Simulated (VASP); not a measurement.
# Ru (P6_3/mmc) in VASP: further runs

Ru is run at these levels: PBE; tasks: single point.

Everything below comes from runs of VASP 6.6.1. Logs are shortened: lines on timing, memory, paths and dates and some standing lists are left out, and cuts for length are marked.

**1. The cell of the first run**

The structure is hexagonal, space group P6_3/mmc (No. 194). The conventional cell has a = 2.732 Å, b = 2.732 Å, c = 4.581 Å, α = 90.00°, β = 90.00°, γ = 120.00°. Within 3.6 Å of Ru (site symmetry -6m2) lie 12 Ru at 2.73 to 2.78 Å.

**2. Single point, PBE (strained)**

The input, INCAR:

```
SYSTEM = Ru
  PREC = Accurate
  ENCUT = 520
  EDIFF = 1E-6
  ISMEAR = 0
  SIGMA = 0.1
  LREAL = .False.
  LASPH = .True.
  NELM = 100
  ALGO = Fast
  ISIF = 2
  LWAVE = .False.
  LCHARG = .False.
  GGA = PE
  NBANDS = 21
```

The input, KPOINTS:

```
Automatic mesh
0
Gamma
  18 18 10
  0 0 0
```

The input, POSCAR:

```
Ru
1.0
    2.7322079357      0.0000000000      0.0000000000
   -1.3661039679      2.3661614808      0.0000000000
    0.0000000000      0.0000000000      4.5806053440
Ru
2
Direct
    0.3333333333      0.6666666667      0.2500000000
    0.6666666667      0.3333333333      0.7500000000
```

Potentials or basis: VASP PAW PBE potentials, release 64 (Ru_pv).

The run is started by

```console
$ cat potpaw_PBE.64/Ru_pv/POTCAR > POTCAR
$ mpirun -np 1 vasp_std > vasp.out
```

OUTCAR:

```text
SYSTEM = Ru
   PREC = Accurate
   ENCUT = 520
   EDIFF = 1E-6
   ISMEAR = 0
   LREAL = .False.
   LASPH = .True.
   NELM = 100
   ISIF = 2
   GGA = PE

 ion  position               nearest neighbor table
   1  0.333  0.667  0.250-   2 2.78   2 2.78   2 2.78   2 2.78   2 2.78   2 2.78
   2  0.667  0.333  0.750-   1 2.78   1 2.78   1 2.78   1 2.78   1 2.78   1 2.78

  LATTYP: Found a hexagonal cell.
 ALAT       =     2.7322079357
 C/A-ratio  =     1.6765214990

  Lattice vectors:

 A1 = (   2.7322079357,   0.0000000000,   0.0000000000)
 A2 = (  -1.3661039679,   2.3661614808,   0.0000000000)
 A3 = (   0.0000000000,   0.0000000000,   4.5806053440)

Analysis of symmetry for initial positions (statically):
=====================================================================
 Subroutine PRICEL returns:
 Original cell was already a primitive cell.

 Routine SETGRP: Setting up the symmetry group for a
 hexagonal supercell.

 Subroutine GETGRP returns: Found 24 space group operations
 (whereof 12 operations were pure point group operations)
 out of a pool of 24 trial point group operations.

The static configuration has the point symmetry D_3d.
 The point group associated with its full space group is D_6h.

Analysis of symmetry for dynamics (positions and initial velocities):
=====================================================================
 Subroutine PRICEL returns:
 Original cell was already a primitive cell.

 Routine SETGRP: Setting up the symmetry group for a
 hexagonal supercell.

 Subroutine GETGRP returns: Found 24 space group operations
 (whereof 12 operations were pure point group operations)
 out of a pool of 24 trial point group operations.

The dynamic configuration has the point symmetry D_3d.
 The point group associated with its full space group is D_6h.

 Subroutine INISYM returns: Found 24 space group operations
 (whereof 12 operations are pure point group operations),
 and found     1 'primitive' translations

----------------------------------------------------------------------------------------

                                     Primitive cell

  volume of cell :      29.6129

  direct lattice vectors                    reciprocal lattice vectors
     2.732207936  0.000000000  0.000000000     0.366004354  0.211312712  0.000000000
    -1.366103968  2.366161481  0.000000000     0.000000000  0.422625424  0.000000000
     0.000000000  0.000000000  4.580605344     0.000000000  0.000000000  0.218311757

  length of vectors
     2.732207936  2.732207936  4.580605344     0.422625424  0.422625424  0.218311757

  position of ions in fractional coordinates (direct lattice)
     0.333333333  0.666666667  0.250000000
     0.666666667  0.333333333  0.750000000

  ion indices of the primitive-cell ions
   primitive index   ion index
                 1           1
                 2           2

----------------------------------------------------------------------------------------

 KPOINTS: Automatic mesh

Automatic generation of k-mesh.
 Grid dimensions read from file:
 generate k-points for:   18   18   10

 Generating k-lattice:

  Cartesian coordinates                     Fractional coordinates (reciprocal lattice)
     0.020333575  0.011739595  0.000000000     0.055555556  0.000000000  0.000000000
     0.000000000  0.023479190  0.000000000     0.000000000  0.055555556  0.000000000
     0.000000000  0.000000000  0.021831176     0.000000000  0.000000000  0.100000000

  Length of vectors
     0.023479190  0.023479190  0.021831176

  Shift w.r.t. Gamma in fractional coordinates (k-lattice)
     0.000000000  0.000000000  0.000000000

 Subroutine IBZKPT returns following result:
 ===========================================

 Found    222 irreducible k-points:

 Following reciprocal coordinates:
            Coordinates               Weight
  0.000000  0.000000  0.000000      1.000000
  0.055556  0.000000  0.000000      6.000000
  0.111111  0.000000  0.000000      6.000000
  0.166667  0.000000  0.000000      6.000000
  0.222222  0.000000  0.000000      6.000000
  0.277778  0.000000  0.000000      6.000000
[... 16 lines left out ...]
  0.333333  0.111111  0.000000     12.000000
  0.388889  0.111111  0.000000     12.000000
 [... further k-points ...]
   k-points           NKPTS =    222   k-points in BZ     NKDIM =    222   number of bands    NBANDS=     21
   number of dos      NEDOS =    301   number of ions     NIONS =      2
   total plane-waves  NPLWV =  14400
   dimension x,y,z NGX =    20 NGY =   20 NGZ =   36
   dimension x,y,z NGXF=    40 NGYF=   40 NGZF=   72
   ions per type =               2
   NGX,Y,Z   is equivalent  to a cutoff of  12.17, 12.17, 13.07 a.u.
   NGXF,Y,Z  is equivalent  to a cutoff of  24.34, 24.34, 26.13 a.u.
 SYSTEM =  Ru
   PREC   = accura    normal or accurate (medium, high low for compatibility)
   ISTART =      0    job   : 0-new  1-cont  2-samecut
   ICHARG =      2    charge: 1-file 2-atom 10-const
   ISPIN  =      1    spin polarized calculation?
   LNONCOLLINEAR =      F non collinear calculations
   LSORBIT =      F    spin-orbit coupling
   LASPH  =      T    aspherical Exc in radial PAW
   ENCUT  =  520.0 eV  38.22 Ry    6.18 a.u.   5.08  5.08  8.52*2*pi/ulx,y,z
   NELM   =    100;   NELMIN=  2; NELMDL= -5     # of ELM steps
   EDIFF  = 0.1E-05   stopping-criterion for ELM
   LREAL  =      F    real-space projection
   EDIFFG = 0.1E-04   stopping-criterion for IOM
   NSW    =      0    number of steps for IOM
   IBRION =     -1    ionic relax: 0-MD 1-quasi-New 2-CG
   NFREE  =      0    steps in history (QN), initial steepest desc. (CG)
   ISIF   =      2    stress and relaxation
   ISYM   =      2    0-nonsym 1-usesym 2-fastsym
   POTIM  = 0.5000    time-step for ionic-motion
   TEBEG  =    0.0;   TEEND  =   0.0 temperature during run
   PSTRESS=    0.0 pullay stress
   NELECT =      28.0000    total number of electrons
   NUPDOWN=      -1.0000    fix difference up-down
   EMIN   =  10.00;   EMAX   =-10.00  energy-range for DOS
   EFERMI =   0.00;   METHOD = LEGACY
   ISMEAR =     0;   SIGMA  =   0.10  broadening in eV -4-tet -1-fermi 0-gaus
   EFERMI_NEDOS =   21; number of points for ismear=-14 and -15
   IALGO  =     68    algorithm
   IMIX   =      4    mixing-type and parameters
     AMIX     =   0.40;   BMIX     =  1.00
     AMIX_MAG =   1.60;   BMIX_MAG =  1.00
  volume/ion in A,a.u.               =      14.81        99.92
  Fermi-wavevector in a.u.,A,eV,Ry     =   1.606820  3.036449 35.128472  2.581870
  Thomas-Fermi vector in A             =   2.702947
   LORBIT       =      0    0 simple, 1 ext, 2 COOP (PROOUT), +10 PAW based schemes
   GGA     = PE    functional components
   LHFCALC =     F    Hartree Fock is set to
   AEXX    =    0.0000 exact exchange contribution
   IVDW    =     0    specifies the selected vdW correction
   LEPSILON=     F    determine dielectric tensor
   LRPA    =     F    only Hartree local field effects (RPA)
 non-spin polarized calculation
 RMM-DIIS sequential band-by-band and
 Gauss-broadening in eV      SIGMA  =   0.10
  energy-cutoff  :      520.00
  volume of cell :       29.61
 maximum number of plane-waves:       817
   NGX = 11   NGY = 11   NGZ = 17

 number of electron      28.0000007 magnetization

 Free energy of the ion-electron system (eV)
  ---------------------------------------------------
  ext. energy  EPLUGINS =         0.00000000
  ---------------------------------------------------
  free energy    TOTEN  =       -18.25587133 eV

  energy without entropy =      -18.24789026  energy(sigma->0) =      -18.25188080

 E-fermi :  11.3208     XC(G=0): -13.5873

 val. band max:       11.3189864366   @ k =   0.1667   0.0000   0.4000
 cond. band min:      11.3279016080   @ k =   0.2778   0.0000   0.1000
 fundamental gap:      0.0089151714
 Fermi energy:        11.3207771369

 k-point     1 :       0.0000    0.0000    0.0000
  band No.  band energies     occupation
      1     -31.9562      2.00000
      2     -31.2628      2.00000
      3     -31.2628      2.00000
      4     -31.2122      2.00000
      5     -31.1689      2.00000
      6     -31.1689      2.00000
[... 13 lines left out ...]
     20      21.8697      0.00000
     21      21.8706      0.00000

 k-point     2 :       0.0556    0.0000    0.0000
  band No.  band energies     occupation
      1     -31.9484      2.00000
      2     -31.2831      2.00000
      3     -31.2690      2.00000
      4     -31.2146      2.00000
      5     -31.1898      2.00000
      6     -31.1724      2.00000
[... 13 lines left out ...]
     20      21.8694      0.00000
     21      21.8706      0.00000

 k-point     3 :       0.1111    0.0000    0.0000
  band No.  band energies     occupation
      1     -31.9258      2.00000
      2     -31.3414      2.00000
      3     -31.2865      2.00000
      4     -31.2494      2.00000
      5     -31.2218      2.00000
      6     -31.1826      2.00000
[... 13 lines left out ...]
     20      21.8694      0.00000
     21      21.8705      0.00000

 k-point     4 :       0.1667    0.0000    0.0000
  band No.  band energies     occupation
      1     -31.8897      2.00000
      2     -31.4307      2.00000
      3     -31.3393      2.00000
      4     -31.3127      2.00000
      5     -31.2341      2.00000
      6     -31.1987      2.00000
[... 13 lines left out ...]
     20      21.8694      0.00000
     21      21.8704      0.00000

 k-point     5 :       0.2222    0.0000    0.0000
  band No.  band energies     occupation
      1     -31.8426      2.00000
      2     -31.5401      2.00000
      3     -31.4475      2.00000
      4     -31.3442      2.00000
      5     -31.2520      2.00000
      6     -31.2189      2.00000
[... 13 lines left out ...]
     20      21.8694      0.00000
     21      21.8702      0.00000

 k-point     6 :       0.2778    0.0000    0.0000
  band No.  band energies     occupation
      1     -31.7880      2.00000
      2     -31.6562      2.00000
      3     -31.5602      2.00000
      4     -31.3771      2.00000
      5     -31.2754      2.00000
      6     -31.2409      2.00000
[... 13 lines left out ...]
     20      21.8698      0.00000
     21      24.1489      0.00000

 k-point     7 :       0.3333    0.0000    0.0000
  band No.  band energies     occupation
      1     -31.7649      2.00000
      2     -31.7302      2.00000
      3     -31.6640      2.00000
      4     -31.4075      2.00000
      5     -31.3038      2.00000
      6     -31.2618      2.00000
[... 13 lines left out ...]
     20      21.8681      0.00000
     21      22.3973      0.00000
[... 291 lines left out ...]
      1     -31.8233      2.00000
      2     -31.5523      2.00000
      3     -31.5065      2.00000
      4     -31.3466      2.00000
      5     -31.2599      2.00000
      6     -31.2507      2.00000
[... 13 lines left out ...]
     20      21.8693      0.00000
     21      21.8702      0.00000

 k-point    21 :       0.2222    0.1111    0.0000
  band No.  band energies     occupation
      1     -31.7702      2.00000
      2     -31.6557      2.00000
      3     -31.5958      2.00000
      4     -31.3913      2.00000
      5     -31.2836      2.00000
      6     -31.2796      2.00000
[... 13 lines left out ...]
     20      21.8695      0.00000
     21      24.1475      0.00000

 k-point    22 :       0.2778    0.1111    0.0000
  band No.  band energies     occupation
      1     -31.7550      2.00000
      2     -31.7136      2.00000
      3     -31.6758      2.00000
      4     -31.4340      2.00000
      5     -31.3125      2.00000
      6     -31.3060      2.00000
[... 13 lines left out ...]
     20      22.3422      0.00000
     21      24.8119      0.00000

 k-point    23 :       0.3333    0.1111    0.0000
  band No.  band energies     occupation
      1     -31.8357      2.00000
      2     -31.7401      2.00000
      3     -31.6592      2.00000
      4     -31.4686      2.00000
      5     -31.3444      2.00000
      6     -31.3274      2.00000
[... 13 lines left out ...]
     20      21.2632      0.00000
     21      23.9997      0.00000

 k-point    24 :       0.3889    0.1111    0.0000
  band No.  band energies     occupation
      1     -31.8881      2.00000
      2     -31.7819      2.00000
      3     -31.6156      2.00000
      4     -31.4910      2.00000
      5     -31.3732      2.00000
      6     -31.3413      2.00000
[... 13 lines left out ...]
     20      22.0409      0.00000
     21      23.3295      0.00000

 [... further k-points ...]

------------------------ aborting loop because EDIFF is reached ----------------------------------------

  FORCE on cell =-STRESS in cart. coord.  units (eV):
  Direction    XX          YY          ZZ          XY          YZ          ZX
  --------------------------------------------------------------------------------------
  -------------------------------------------------------------------------------------
  Total       -2.0977668     -2.0977668     -6.1472373      0.0000000     -0.0000000      0.0000000
  in kB     -113.4976286   -113.4976286   -332.5902823      0.0000000     -0.0000000      0.0000000
  external PRESSURE =    -186.5285132 kB  Pullay stress =       0.0000000 kB

 VOLUME and BASIS-vectors are now :
 -----------------------------------------------------------------------------
  energy-cutoff  :      520.00
  volume of cell :       29.61
      direct lattice vectors                 reciprocal lattice vectors
     2.732207936  0.000000000  0.000000000     0.366004354  0.211312712  0.000000000
    -1.366103968  2.366161481  0.000000000     0.000000000  0.422625424  0.000000000
     0.000000000  0.000000000  4.580605344     0.000000000  0.000000000  0.218311757

 POSITION                                       TOTAL-FORCE (eV/Angst)
 -----------------------------------------------------------------------------------
     -0.00000      1.57744      1.14515         0.000000     -0.000000      0.000000
      1.36610      0.78872      3.43545        -0.000000      0.000000      0.000000
 -----------------------------------------------------------------------------------
    total drift:                                0.000000     -0.000000      0.000000

  FREE ENERGIE OF THE ION-ELECTRON SYSTEM (eV)
  ---------------------------------------------------
  free  energy   TOTEN  =       -18.2558713345 eV

  energy  without entropy=      -18.2478902590  energy(sigma->0) =      -18.25188080
```

It took 3 min on 1 thread of Intel Xeon 8259CL, shared host; peak memory 0.22 GiB.

What came out:

```yaml
Free_energy: -18.2559 eV
Pressure: -18.7 GPa
Band_gap_on_the_k_mesh: zero (bands 14 and 15 overlap by 2.59 eV)
```

Caveat: the cell differs from its parent crystal (strained); the stress differs along the axes, from -33 to -11 GPa.

(Continued in part 2 of 2.)
